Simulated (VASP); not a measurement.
Set up this calculation in VASP 6.6.1, as the native input.

```
Task                   : single point
Functional             : PBE
Potentials or basis    : VASP PAW PBE potentials, release 64 (Sb)
Cutoff                 : 520 eV
k mesh                 : 12 × 12 × 12
Occupations            : gaussian, width 0.05 eV
Spin                   : non-collinear spin, zero start, spin-orbit coupling
Starting moments       : [[0.0, 0.0, 0.0], [0.0, 0.0, 0.0]] μB
Dipole correction      : no
Further INCAR settings : ALGO = Normal; EDIFF = 1e-07; NBANDS = 22
```

The structure of Sb lies in POSCAR:

```
Sb
1.0
    2.1887907033      1.2636989017      3.8634305555
   -2.1887907033      1.2636989017      3.8634305555
    0.0000000000     -2.5273978035      3.8634305555
Sb
2
Direct
    0.2323113847      0.2323113847      0.2323113847
    0.7676886153      0.7676886153      0.7676886153
```

The input as run:

INCAR

```
SYSTEM = Sb
ALGO     = Normal         ! electronic algorithm
EDIFF    = 1E-7           ! SCF threshold, eV
ENCUT    = 520            ! plane-wave cutoff, eV
GGA      = PE             ! functional
GGA_COMPAT= .False.      
ISIF     = 2              ! what is computed and relaxed
ISMEAR   = 0              ! smearing method
LASPH    = .True.         ! aspherical terms in the spheres
LCHARG   = .False.        ! write CHGCAR
LORBIT   = 11             ! projections on sites
LORBMOM  = .True.       
LREAL    = .False.        ! projectors in reciprocal space
LSORBIT  = .True.         ! spin-orbit coupling
LWAVE    = .False.        ! write WAVECAR
MAGMOM   = 0 0 0 0 0 0    ! initial moments
NBANDS   = 22             ! bands
NELM     = 150            ! most SCF steps
PREC     = Accurate       ! precision mode
SIGMA    = 0.05           ! smearing width, eV
```

KPOINTS

```
k-points
0
Gamma
  12 12 12
  0 0 0
```

Potentials or basis: VASP PAW PBE potentials, release 64 (Sb).

Run with:

```bash
$ cat potpaw_PBE.64/Sb/POTCAR > POTCAR
$ mpirun -np 1 vasp_ncl > vasp.out
```

Results of the run:

```yaml
Pressure: 0.0 GPa
Largest_force: 0.041 eV/Å
Net_moment: 0.00 μB per cell
Valence_electrons_inside_the_program's_atomic_spheres: Sb 2.38
```

Wall time 11 min on 1 thread of Oxide Virtual Turin-like Processor, on a shared host, peak memory 0.58 GiB.
